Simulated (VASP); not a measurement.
Write the native input for VASP 6.6.1 that does the following.

```
Task                   : single point
Functional             : LDA
Potentials or basis    : VASP PAW LDA potentials, release 64 (Pd)
Cutoff                 : 520 eV
k mesh                 : 13 × 13 × 13
Occupations            : fermi-dirac, width 0.1 eV
Spin                   : no spin polarisation
Dipole correction      : no
Further INCAR settings : ALGO = Normal; EDIFF = 1e-06; NBANDS = 17
```

The structure of Pd lies in POSCAR:

```
Pd
1.0
    0.0000000000      2.4700821006      2.4700821006
    2.4700821006      0.0000000000      2.4700821006
    2.4700821006      2.4700821006      0.0000000000
Pd
2
Direct
   -0.1250000000     -0.1250000000     -0.1250000000
    0.1250000000      0.1250000000      0.1250000000
```

This cell differs from its parent crystal: volume scaled by 0.68.

These files were run (other wordings do the same):

INCAR

```
SYSTEM = Pd
ALGO = Normal
EDIFF = 1E-6
ENCUT = 520
GGA = CA
ISIF = 2
ISMEAR = -1
LASPH = .TRUE.
LCHARG = .TRUE.
LELF = .TRUE.
LREAL = .FALSE.
LVHAR = .TRUE.
LWAVE = .FALSE.
NBANDS = 17
NELM = 60
PREC = Accurate
SIGMA = 0.1
```

KPOINTS

```
k-points
0
G
  13 13 13
  0 0 0
```

Potentials or basis: VASP PAW LDA potentials, release 64 (Pd).

Launch:

```bash
$ cat potpaw_LDA.64/Pd/POTCAR > POTCAR
$ mpirun -np 1 vasp_std > vasp.out
```

It gave:

```yaml
Pressure: 94.5 GPa
Band_gap_on_the_k_mesh: zero (band 10 reaches 10.64 eV, above the bottom of band 11 at 9.85 eV)
```

It took 30 s on 1 thread of Intel(R) Xeon(R) Platinum 8488C (Sapphire Rapids) (shared host), peak memory 0.16 GiB.
